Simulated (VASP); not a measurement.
ZrH, 2 atoms in the cell. The structure is tetragonal, space group I-4m2 (No. 119). The conventional cell has a = 3.288 Å, b = 3.288 Å, c = 5.009 Å, α = 90.00°, β = 90.00°, γ = 90.00°. Within 2.7 Å of Zr (site symmetry -4m2) lie 4 H at 2.07 Å. H (site symmetry -4m2) has 4 Zr at 2.07 Å within 2.7 Å. 

| Item | Value |
| --- | --- |
| Program | VASP 6.6.1 |
| Task | single point |
| Functional | PBEsol |
| Potentials or basis | VASP PAW PBE potentials, release 64 (Zr_sv, H) |
| Cutoff | 520 eV |
| k mesh | 13 × 13 × 13 |
| Occupations | methfessel-paxton, width 0.15 eV |
| Spin | no spin polarisation |
| Dipole correction | no |
| Further INCAR settings | ALGO = Normal; EDIFF = 1e-06; NBANDS = 14 |

Potentials or basis: VASP PAW PBE potentials, release 64 (Zr_sv, H).

Run with:

```sh
$ cat potpaw_PBE.64/Zr_sv/POTCAR potpaw_PBE.64/H/POTCAR > POTCAR
$ mpirun -np 1 vasp_std > vasp.out
```

Hardware: 1 thread of Intel(R) Xeon(R) Platinum 8375C CPU @ 2.90GHz (Ice Lake) (shared host).

Question: How long does it take, and how much memory?

Answer: Wall time 94 s on 1 thread of Intel(R) Xeon(R) Platinum 8375C CPU @ 2.90GHz (Ice Lake) (shared host), peak memory 0.21 GiB. Counts: scf iterations 12, k points 196.
